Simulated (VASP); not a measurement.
Write the native input for VASP 6.6.1 that does the following.

```
Task                   : relaxation of cell and atoms
Functional             : PBEsol
Potentials or basis    : VASP PAW PBE potentials, release 64 (Hf_pv, Si)
Cutoff                 : 500 eV
k mesh                 : 10 × 10 × 10
Occupations            : gaussian, width 0.1 eV
Spin                   : no spin polarisation
Dipole correction      : no
Further INCAR settings : ALGO = Normal; EDIFF = 1e-07; IBRION = 2; EDIFFG = -0.005; NSW = 100; ISIF = 3
```

The structure of HfSi2 lies in POSCAR:

```
HfSi2
1.0
    1.8331220569     -7.1534680056      0.0000000000
    1.8331220569      7.1534680056      0.0000000000
    0.0000000000      0.0000000000      3.6305121834
Hf Si
2 4
Direct
    0.6041706991      0.3958293009      0.2500000000
    0.3958293009      0.6041706991      0.7500000000
    0.9444114890      0.0555885110      0.2500000000
    0.0555885110      0.9444114890      0.7500000000
    0.2500516116      0.7499483884      0.2500000000
    0.7499483884      0.2500516116      0.7500000000
```

These files were run (other wordings do the same):

INCAR

```
SYSTEM = HfSi2
PREC = Accurate
ENCUT = 500
EDIFF = 1E-7
ISMEAR = 0
SIGMA = 0.1
LREAL = .FALSE.
LASPH = .TRUE.
NELM = 120
ALGO = Normal
ISIF = 3
LWAVE = .FALSE.
LCHARG = .FALSE.
GGA = PS
IBRION = 2
NSW = 100
EDIFFG = -0.005
GGA_COMPAT = .FALSE.
NELMIN = 4
```

KPOINTS

```
regular mesh
0
G
  10 10 10
  0 0 0
```

Potentials or basis: VASP PAW PBE potentials, release 64 (Hf_pv, Si).

Launch:

```bash
$ cat potpaw_PBE.64/Hf_pv/POTCAR potpaw_PBE.64/Si/POTCAR > POTCAR
$ mpirun -np 1 vasp_std > vasp.out
```

It gave:

- Relaxed volume: 15.89 Å³/atom
- Relaxed cell: a = 7.407 Å, b = 7.407 Å, c = 3.637 Å, α = 90.00°, β = 90.00°, γ = 151.45°
- Space group after relaxing (to 0.05 Å): Cmcm (No. 63)
- Energy gained by relaxing: 0.4 meV/atom
- Ionic steps: 6
- Pressure after relaxing: 0.0 GPa
- Largest force after relaxing: 0.004 eV/Å
- Band gap on the k mesh: zero (band 18 reaches 9.04 eV, above the bottom of band 19 at 8.06 eV)

Caveat: the PAW data sets were made with another functional, which shifts forces and pressure a little; spin-orbit coupling is left out, which moves the levels of the heavy elements.

Run time: 16 min on 1 thread of Intel(R) Xeon(R) 6975P-C (Granite Rapids), with other jobs on the host, peak memory 0.52 GiB.
